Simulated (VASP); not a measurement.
Input of a VASP 6.6.1 run:

Contents of INCAR:

```
  PREC = Accurate
  ENCUT = 520
  EDIFF = 1E-6
  ISMEAR = 0
  SIGMA = 0.1
  LREAL = F
  LASPH = T
  NELM = 100
  ALGO = Normal
  ISIF = 2
  LWAVE = F
  LCHARG = F
  GGA = PE
  NBANDS = 22
```

Contents of KPOINTS:

```
Automatic mesh
0
Gamma
  4 4 4
```

The input POSCAR:

```
Si5P
1.0
    0.0000000000      3.7750964300      3.7750964300
    3.7750964300      0.0000000000      3.7750964300
    3.7750964300      3.7750964300      0.0000000000
Si P
5 1
Direct
    0.7500000000      0.7500000000      0.7500000000
    0.3750000000      0.3750000000      0.8750000000
    0.3750000000      0.8750000000      0.3750000000
    0.8750000000      0.3750000000      0.3750000000
    0.3750000000      0.3750000000      0.3750000000
    0.0000000000      0.0000000000      0.0000000000
```

Potentials or basis: VASP PAW PBE potentials, release 64 (Si, P).

Command:

```bash
$ cat potpaw_PBE.64/Si/POTCAR potpaw_PBE.64/P/POTCAR > POTCAR
$ mpirun -np 1 vasp_std > vasp.out
```

Task: Predict the pressure.

Result: -9.5 GPa.

Caveat: the k points lie up to 0.36 Å⁻¹ apart.
